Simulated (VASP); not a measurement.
Crystal: NiO.

```xyz
4
Lattice="2.0885 2.0885 4.1770 4.1770 2.0885 2.0885 2.0885 4.1770 2.0885" Properties=species:S:1:pos:R:3 pbc="T T T"
Ni    0.0000    0.0000    0.0000
Ni    4.1770    4.1770    4.1770
O     2.0885    2.0885    2.0885
O     6.2655    6.2655    6.2655
```

```yaml
Program: VASP 6.6.1
Task: relaxation of cell and atoms
Functional: PBE
Potentials_or_basis: VASP PAW PBE potentials, release 64 (Ni_sv_GW, O)
Cutoff: 700 eV
k_mesh: 6 × 6 × 6
Occupations: gaussian, width 0.01 eV
Spin: collinear spin, antiferromagnetic start
Starting_moments: "[2.0, -2.0, 0.0, 0.0] μB"
Hubbard_terms: Ni d U = 6.0 eV
```

At the start: pressure 8.1 GPa; volume 9.11 Å³/atom.

Task: How do energy, volume and symmetry change on relaxing?

Result: Over 7 steps the energy falls by 8.8 meV/atom and the volume is 9.48 Å³/atom (+4.0 %); space group Fm-3m (No. 225, to 0.1 Å) before and after; moment 0.00 μB per cell.

The path:
| step | energy change (eV) | largest force (eV/Å) | pressure (GPa) | volume (Å³) |
| --- | --- | --- | --- | --- |
| 1 | 0.0000 | 0.0000 | 8.07 | 36.44 |
| 2 | -0.0192 | 0.0000 | -4.91 | 38.91 |
| 3 | -0.0352 | 0.0000 | 0.03 | 37.89 |
| 4 | -0.0352 | 0.0000 | 0.01 | 37.92 |
| 5 | -0.0352 | 0.0000 | -0.14 | 37.95 |
| 6 | -0.0352 | 0.0000 | -0.07 | 37.90 |
| 7 | -0.0352 | 0.0000 | -0.05 | 37.90 |

Final structure:
```
Ni O
1.0
     2.11392    2.11392    4.23069
     4.23069    2.11392    2.11392
     2.11392    4.23069    2.11392
Ni O
2 2
Direct
  0.00000 0.00000 0.00000
  0.50000 0.50000 0.50000
  0.25000 0.25000 0.25000
  0.75000 0.75000 0.75000
```
